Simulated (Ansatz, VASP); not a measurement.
# One calculation of TiAl, two programs

POSCAR

```
TiAl
1.0
    3.1790640000      0.0000000000      0.0000000000
    0.0000000000      3.1790640000      0.0000000000
    0.0000000000      0.0000000000      3.1790640000
Ti Al
1 1
Direct
    0.0000000000     -0.0629115991      0.0000000000
    0.5000000000      0.5000000000      0.5000000000
```

INCAR.step1

```
ALGO = Normal
EDIFF = 1E-4
ENCUT = 520
GGA = PE
ISMEAR = 0
LASPH = T
LCHARG = F
LREAL = F
LWAVE = T
NBANDS = 14
NELM = 100
PREC = Accurate
SIGMA = 0.15
```

The input INCAR.step2:

```
ALGO = Normal
EDIFF = 1E-6
ENCUT = 520
ISIF = 2
ISMEAR = 0
ISTART = 1
LASPH = T
LCHARG = F
LMIXTAU = T
LREAL = F
LWAVE = F
METAGGA = R2SCAN
NBANDS = 14
NELM = 100
PREC = Accurate
SIGMA = 0.15
```

The input KPOINTS:

```
k-points
0
Gamma
  16 16 16
```

Input for Ansatz:

```yaml
crystal:
  lattice:
    - [3.179064, 0.0, 0.0]
    - [0.0, 3.179064, 0.0]
    - [0.0, 0.0, 3.179064]
  atoms:
    - { symbol: Ti, position: [0.0, -0.0629115991, 0.0] }
    - { symbol: Al, position: [0.5, 0.5, 0.5] }
basis:
  ecutwfc: 500
kpoints:
  mp_grid: { grid: [16, 16, 16] }
hamiltonian:
  xc: r2scan
scf:
  occupations: { method: gaussian, width: 0.15 }
output:
  forces: true
  stress: true
  eigenvalues: true
```

Alike in both runs: task single point; functional r2SCAN; k mesh 16 × 16 × 16; occupations gaussian, width 0.15 eV; no spin polarisation.

|  | VASP | Ansatz |
| --- | --- | --- |
| version | VASP 6.6.1 | Ansatz 0.2.0 |
| potentials or method | VASP PAW PBE potentials, release 64 (Ti_sv, Al), cutoff 520 eV | scalar-relativistic, plane waves, PAW |
| valence electrons in the cell | 15 | 15 |

```csv
,VASP,Ansatz,Ansatz less VASP
gap on the k mesh at the Fermi level (eV),none,none,-
pressure (GPa),0.9,0.8,-0.10
"traceless stress, the component that is largest in VASP (GPa)",-1.26,-1.24,+0.015
rms of the force components (eV/Å),0.777,0.774,-0.0028
```

VASP's potentials were made for PBE, not for r2SCAN. Atom by atom the forces differ by 0.003 eV/Å (rms over components). A gap of «none» marks a metal or a gap that the smearing closes. With one functional, cell and mesh, what is left measures potentials, basis and numerics.
